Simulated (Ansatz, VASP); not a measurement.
## Hf in VASP and in Ansatz

File INCAR:

```
SYSTEM = Hf
ALGO = Fast
EDIFF = 1E-7
ENCUT = 520
GGA = PE
ISIF = 2
ISMEAR = 0
LASPH = .True.
LCHARG = .False.
LREAL = .False.
LWAVE = .False.
NBANDS = 17
NELM = 80
PREC = Accurate
SIGMA = 0.15
```

File KPOINTS:

```
k-points
0
Gamma
  18 18 10
  0 0 0
```

POSCAR

```
Hf
1.0
    3.1966985242      0.0000000000      0.0000000000
   -1.5983492621      2.7684221302      0.0000000000
    0.0000000000      0.0000000000      4.9819330000
Hf
2
Direct
    0.3333333333      0.6666666667      0.2500000000
    0.6666666667      0.3333333333      0.7500000000
```

Input for Ansatz:

```yaml
crystal:
  lattice:
    - [3.1966985242, 0.0, 0.0]
    - [-1.5983492621, 2.7684221302, 0.0]
    - [0.0, 0.0, 4.981933]
  atoms:
    - { symbol: Hf, position: [0.3333333333, 0.6666666667, 0.25] }
    - { symbol: Hf, position: [0.6666666667, 0.3333333333, 0.75] }
basis:
  ecutwfc: 420
kpoints:
  mp_grid: { grid: [18, 18, 10] }
hamiltonian:
  xc: pbe
scf:
  occupations: { method: gaussian, width: 0.15 }
output:
  forces: true
  stress: true
  eigenvalues: true
```

Change from the starting cell: strain +0.000 along x and y, -0.015 along z, atoms carried along.

Alike in both runs: task single point; functional PBE; k mesh 18 × 18 × 10; occupations gaussian, width 0.15 eV; no spin polarisation.

|  | VASP | Ansatz |
| --- | --- | --- |
| version | VASP 6.6.1 | Ansatz 0.2.0 |
| potentials or method | VASP PAW PBE potentials, release 64 (Hf_pv), cutoff 520 eV | scalar-relativistic, plane waves, PAW |
| valence electrons in the cell | 20 | 52 |

Ansatz gave:

| Quantity | Value |
| --- | --- |
| gap on the k mesh at the Fermi level (eV) | none |
| pressure (GPa) | 2.5 |
| traceless stress, the component that is largest in VASP (GPa) | 1.36 |

Q: Estimate VASP's values.

A: gap on the k mesh at the Fermi level (eV): none; pressure (GPa): 2.1; traceless stress, the component that is largest in VASP (GPa): 1.29.

A gap of «none» marks a metal or a gap that the smearing closes. VASP's potentials hold 20 valence electrons a cell and Ansatz's 52, so a difference there can come from the potentials and not from the codes.

Spin-orbit coupling is off throughout.
